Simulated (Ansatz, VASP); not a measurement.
PtSe2: VASP beside Ansatz

```
Pt Se
1.0
     3.72400    0.00000    0.00000
    -1.86200    3.22508    0.00000
     0.00000    0.00000    5.06200
Pt Se
1 2
Direct
  0.00000 0.00000 0.00000
  0.66667 0.33333 0.75000
  0.33333 0.66667 0.25000
```

Alike in both runs: task relaxation of cell and atoms; functional PBE; k mesh 8 × 8 × 5; occupations fermi-dirac, width 0.05 eV; no spin polarisation.

```csv
,VASP,Ansatz
version,VASP 6.6.1,Ansatz 0.2.0
potentials or method,"VASP PAW PBE potentials, release 64 (Pt, Se)",Ansatz PAW
plane-wave cutoff (eV),600,420
valence electrons in the cell,22,50
```

|  | VASP | Ansatz | Ansatz less VASP |
| --- | --- | --- | --- |
| relaxed volume (Å³/atom) | 26.22 | 26.62 | +0.397 |
| relaxed cell length with the largest relative difference (Å) | 6.455 | 6.553 | +0.0977 |

VASP's potentials hold 22 valence electrons a cell and Ansatz's 50, so a difference there can come from the potentials and not from the codes.

Neither program's run includes spin-orbit coupling. Noted on VASP's run: the volume moved by over 15 % at a fixed basis, so the end points are rough. Noted on Ansatz's run: the volume moved by over 15 % at a fixed basis, so the end points are rough; odd divisions of the mesh miss points on the zone boundary, where band edges often lie, so the gap on the mesh can be too wide; the plane-wave basis is chosen anew once the cell has moved, so the energies of steps on either side of that aren't comparable.
